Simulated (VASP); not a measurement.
Set up this calculation in VASP 6.6.1, as the native input.

```yaml
Task: relaxation of cell and atoms
Functional: PBE
Potentials_or_basis: VASP PAW PBE potentials, release 64 (Tl_d, B, Te)
Cutoff: 600 eV
k_mesh: 4 × 4 × 4
Occupations: gaussian, width 0.1 eV
Spin: no spin polarisation
Dipole_correction: no
Further_INCAR_settings: ALGO = Normal; EDIFF = 1e-06; IBRION = 2; EDIFFG = -0.04; NSW = 90; ISIF = 3
```

The structure of Tl2B6Te lies in POSCAR:

```
Tl2B6Te
1.0
    0.0000000000      4.2347933400      4.2347933400
    4.2347933400      0.0000000000      4.2347933400
    4.2347933400      4.2347933400      0.0000000000
Tl B Te
2 6 1
Direct
    0.7500000000      0.7500000000      0.7500000000
    0.2500000000      0.2500000000      0.2500000000
    0.7502719800      0.7502719800      0.2497280200
    0.2497280200      0.2497280200      0.7502719800
    0.2497280200      0.7502719800      0.7502719800
    0.7502719800      0.2497280200      0.2497280200
    0.2497280200      0.7502719800      0.2497280200
    0.7502719800      0.2497280200      0.7502719800
    0.0000000000      0.0000000000      0.0000000000
```

One way to write it, as run:

INCAR

```
ALGO = Normal ; EDIFF = 1E-6
EDIFFG = -0.04 ; ENCUT = 600
GGA = PE ; IBRION = 2
ISIF = 3 ; ISMEAR = 0
LASPH = True ; LCHARG = False
LREAL = False ; LWAVE = False
NELM = 60 ; NSW = 90
PREC = Accurate ; SIGMA = 0.1
```

KPOINTS

```
k-points
0
Gamma
  4 4 4
```

Potentials or basis: VASP PAW PBE potentials, release 64 (Tl_d, B, Te).

Run with:

```sh
$ cat potpaw_PBE.64/Tl_d/POTCAR potpaw_PBE.64/B/POTCAR potpaw_PBE.64/Te/POTCAR > POTCAR
$ mpirun -np 1 vasp_std > vasp.out
```

It gave:

```
Relaxed volume                         : 15.99 Å³/atom
Relaxed cell                           : a = 5.882 Å, b = 5.882 Å, c = 5.882 Å, α = 60.00°, β = 60.00°, γ = 60.00°
Space group after relaxing (to 0.05 Å) : Fm-3m (No. 225)
Energy gained by relaxing              : 1682.4 meV/atom
Ionic steps                            : 14
Pressure after relaxing                : 0.1 GPa
Largest force after relaxing           : 0.019 eV/Å
Band gap on the k mesh                 : zero (band 25 reaches 5.99 eV, above the bottom of band 26 at 5.00 eV)
```

Caveat: spin-orbit coupling is left out, which moves the levels of the heavy elements.

Run time: 4.5 min on 1 thread of Intel(R) Xeon(R) 6975P-C (Granite Rapids), on a shared host, peak memory 0.37 GiB.
